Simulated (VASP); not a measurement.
TaH5: single point with PBE

Crystal: TaH5.

```
CELL_PARAMETERS angstrom
3.45241 0.00000 0.00000
-1.72620 2.98987 0.00000
0.00000 0.00000 2.94833
ATOMIC_POSITIONS crystal
Ta 0.00000 0.00000 0.00000
H 0.50000 0.00000 0.50000
H 0.50000 0.50000 0.50000
H 0.00000 0.50000 0.50000
H 0.33333 0.66667 0.00000
H 0.66667 0.33333 0.00000
```

```
Program             : VASP 6.6.1
Task                : single point
Functional          : PBE
Potentials or basis : VASP PAW PBE potentials, release 64 (Ta_pv, H)
Cutoff              : 520 eV
k mesh              : 6 × 6 × 6
Occupations         : gaussian, width 0.1 eV
Spin                : no spin polarisation
```

* Pressure: -0.2 GPa
* Band gap on the k mesh: zero (band 8 reaches 6.89 eV, above the bottom of band 9 at 4.87 eV)

Levels at points of the mesh, in eV from the Fermi level:
```
           k point  band 4  band 5  band 6  band 7  band 8  band 9  band 10  band 11  band 12  band 13
(0.00, 0.00, 0.00)  -14.15   -5.11   -3.74   -3.74   -1.68    2.77     2.77     4.93     6.55     6.55
(0.50, 0.00, 0.00)  -10.13   -9.98   -4.18   -0.91    0.58    1.51     1.71     1.88     2.33     5.66
(0.00, 0.00, 0.50)  -10.30   -9.34   -1.17   -1.17   -0.75   -0.75    -0.48     1.38     1.38     6.13
(0.50, 0.00, 0.50)   -8.93   -7.24   -5.73   -4.71   -3.36    2.19     2.97     6.00     6.52     6.56
```

Run time: 11 s on 1 thread of Intel(R) Xeon(R) Platinum 8259CL CPU @ 2.50GHz (Skylake/Cascade Lake) (shared host), peak memory 0.16 GiB.

Caveat: spin-orbit coupling is left out, which moves the levels of the heavy elements.
